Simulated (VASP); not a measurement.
Crystal: MoS2.

```
Mo S
1.0
     1.58550    0.91539    6.11500
    -1.58550    0.91539    6.11500
     0.00000   -1.83078    6.11500
Mo S
1 2
Direct
  0.00000 0.00000 0.00000
  0.75000 0.75000 0.75000
  0.25000 0.25000 0.25000
```

```yaml
Program: VASP 6.6.1
Task: relaxation of cell and atoms
Functional: PBE
Dispersion: D3(BJ)
Potentials_or_basis: VASP PAW PBE potentials, release 64 (Mo_sv, S)
Cutoff: 600 eV
k_mesh: 8 × 8 × 8
Occupations: fermi-dirac, width 0.02 eV
Spin: no spin polarisation
```

At the start: pressure 3.9 GPa; volume 17.75 Å³/atom.

Problem. How do energy, volume and symmetry change on relaxing?

Solution. Over 36 steps the energy falls by 24.9 meV/atom and the volume is 16.88 Å³/atom (-4.9 %); space group R-3m (No. 166, to 0.05 Å).

The path:
```
step  energy change (eV)  largest force (eV/Å)  pressure (GPa)  volume (Å³)
   1              0.0000                0.9879            3.91        53.25
   2              0.0572                0.8760           -8.85        56.65
   3             -0.0363                0.2168           -1.49        54.51
   4             -0.0494                0.1496           -0.98        53.71
   5             -0.0538                0.1059           -0.56        53.07
   6             -0.0545                0.0978           -0.33        52.76
   7             -0.0592                0.1668            0.30        52.30
   8             -0.0641                0.3184            1.79        51.32
   9             -0.0654                0.2993            1.68        51.29
  10             -0.0689                0.2434            1.32        51.18
  11             -0.0733                0.1336            0.63        50.97
  12             -0.0719                0.0875           -0.61        50.54
  13             -0.0744                0.0506            0.16        50.80
  14             -0.0744                0.0447            0.13        50.79
  15             -0.0745                0.0356            0.04        50.82
  16             -0.0746                0.0104           -0.15        50.89
  17             -0.0746                0.0085           -0.16        50.89
  18             -0.0747                0.0132           -0.11        50.87
  19             -0.0747                0.0266            0.08        50.79
  20             -0.0747                0.0239            0.04        50.81
  21             -0.0747                0.0186           -0.04        50.84
  22             -0.0747                0.0217            0.01        50.82
  23             -0.0747                0.0229            0.00        50.81
  24             -0.0747                0.0230            0.00        50.81
  25             -0.0747                0.0162           -0.01        50.80
  26             -0.0747                0.0018           -0.08        50.79
  27             -0.0748                0.0043           -0.05        50.76
  28             -0.0748                0.0124            0.11        50.67
  29             -0.0748                0.0096            0.06        50.71
  30             -0.0748                0.0050            0.03        50.69
  31             -0.0748                0.0032           -0.01        50.66
  32             -0.0748                0.0066           -0.01        50.65
  33             -0.0748                0.0017            0.03        50.64
  34             -0.0748                0.0011            0.04        50.64
  35             -0.0748                0.0024            0.05        50.63
  36             -0.0748                0.0022            0.01        50.65
```

Final structure:
```
Mo S
1.0
     1.56917    0.90596    5.93805
    -1.56917    0.90596    5.93805
     0.00000   -1.81192    5.93805
Mo S
1 2
Direct
  0.00000 0.00000 0.00000
  0.75642 0.75642 0.75642
  0.24358 0.24358 0.24358
```

Caveat: pairwise dispersion overbinds metals, which lowers pressure and volume.
